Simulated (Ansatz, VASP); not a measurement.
**MoRu2: VASP beside Ansatz**

```
Mo Ru
1.0
     4.78110    0.00000    0.00000
    -2.39055    4.14055    0.00000
     0.00000    0.00000    4.37365
Mo Ru
2 4
Direct
  0.66667 0.33333 0.00000
  0.33333 0.66667 0.00000
  0.00000 0.00000 0.00000
  0.00000 0.33081 0.50000
  0.66919 0.66919 0.50000
  0.33081 0.00000 0.50000
```

Alike in both runs: functional PBE; k mesh 12 × 12 × 8; occupations gaussian, width 0.1 eV; no spin polarisation.

Ansatz relaxed the structure, and its values are those at the end. VASP's run is a single point on that final structure, the one shown.

|  | VASP | Ansatz |
| --- | --- | --- |
| version | VASP 6.6.1 | Ansatz 0.2.0 |
| potentials or method | VASP PAW PBE potentials, release 64 (Mo_sv, Ru_pv), cutoff 520 eV | scalar-relativistic, plane waves, PAW |
| valence electrons in the cell | 84 | 92 |

Ansatz gave:

```
gap on the k mesh at the Fermi level (eV) : none
pressure (GPa)                            : 0.0
```

**Question.** Estimate VASP's values.

**Answer.** gap on the k mesh at the Fermi level (eV): none; pressure (GPa): 0.2.

A gap of «none» marks a metal or a gap that the smearing closes. VASP's potentials hold 84 valence electrons a cell and Ansatz's 92, so a difference there can come from the potentials and not from the codes.
